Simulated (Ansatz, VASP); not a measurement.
# Two plane-wave programs on TaH4

```
CELL_PARAMETERS angstrom
2.44005 -1.45319 -0.00690
2.44005 1.45319 -0.00690
-1.60680 0.00000 9.27959
ATOMIC_POSITIONS crystal
Ta 0.50000 0.50000 0.00000
H 0.94932 0.94932 0.52567
H 0.79518 0.79518 0.87668
H 0.20482 0.20482 0.12332
H 0.05068 0.05068 0.47433
```

Alike in both runs: functional PBE; k mesh 12 × 12 × 4; occupations gaussian, width 0.1 eV; no spin polarisation.

Ansatz relaxed the structure, and its values are those at the end. VASP's run is a single point on that final structure, the one shown.

|  | VASP | Ansatz |
| --- | --- | --- |
| version | VASP 6.6.1 | Ansatz 0.2.0 |
| potentials or method | VASP PAW PBE potentials, release 64 (Ta_pv, H), cutoff 520 eV | scalar-relativistic, plane waves, PAW |
| valence electrons in the cell | 15 | 17 |

Ansatz gave:

| Item | Value |
| --- | --- |
| gap on the k mesh at the Fermi level (eV) | none |
| pressure (GPa) | 0.0 |
| rms of the force components (eV/Å) | 0.000 |

Question: Which values does VASP return?

Answer: gap on the k mesh at the Fermi level (eV): none; pressure (GPa): -0.1; rms of the force components (eV/Å): 0.005.

A gap of «none» marks a metal or a gap that the smearing closes. VASP's potentials hold 15 valence electrons a cell and Ansatz's 17, so a difference there can come from the potentials and not from the codes.

Neither program's run includes spin-orbit coupling.
